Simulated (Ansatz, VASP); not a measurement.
## One calculation of Cu, two programs

Contents of INCAR:

```
PREC = Accurate
ENCUT = 600
EDIFF = 1E-7
ISMEAR = 0
SIGMA = 0.1
LREAL = False
LASPH = True
NELM = 120
ALGO = Normal
ISIF = 3
LWAVE = False
LCHARG = False
GGA = PS
IBRION = 2
NSW = 80
EDIFFG = -0.05
GGA_COMPAT = False
NELMIN = 4
```

Contents of KPOINTS:

```
Automatic mesh
0
Gamma
  10 10 10
```

File POSCAR:

```
Cu
1.0
   -1.3929037155      1.3929037155      1.3929037155
    1.3929037155     -1.3929037155      1.3929037155
    1.3929037155      1.3929037155     -1.3929037155
Cu
1
Direct
    0.0000000000      0.0000000000      0.0000000000
```

Input for Ansatz:

```yaml
crystal:
  lattice:
    - [-1.3929037155, 1.3929037155, 1.3929037155]
    - [1.3929037155, -1.3929037155, 1.3929037155]
    - [1.3929037155, 1.3929037155, -1.3929037155]
  atoms:
    - { symbol: Cu, position: [0.0, 0.0, 0.0] }
basis:
  ecutwfc: 420
kpoints:
  mp_grid: { grid: [10, 10, 10] }
hamiltonian:
  xc: pbesol
scf:
  occupations: { method: gaussian, width: 0.1 }
output:
  forces: true
  stress: true
  eigenvalues: true
relax:
  adjacent_minimum: "off"
  f_tol: 0.05
  max_steps: 60
  cell: { stress_tol: 0.5 }
```

Alike in both runs: task relaxation of cell and atoms; functional PBEsol; k mesh 10 × 10 × 10; occupations gaussian, width 0.1 eV; no spin polarisation.

```csv
,VASP,Ansatz
version,VASP 6.6.1,Ansatz 0.2.0
potentials or method,"VASP PAW PBE potentials, release 64 (Cu), cutoff 600 eV","scalar-relativistic, plane waves, PAW"
valence electrons in the cell,11,19
```

```csv
,VASP,Ansatz,Ansatz less VASP
"gap on the k mesh at the Fermi level, each at its own relaxed structure (eV)",none,none,-
relaxed volume (Å³/atom),11.40,11.32,-0.083
relaxed cell length with the largest relative difference (Å),2.456,2.450,-0.0059
```

VASP's potentials were made for PBE, not for PBEsol. A gap of «none» marks a metal or a gap that the smearing closes. VASP's potentials hold 11 valence electrons a cell and Ansatz's 19, so a difference there can come from the potentials and not from the codes.
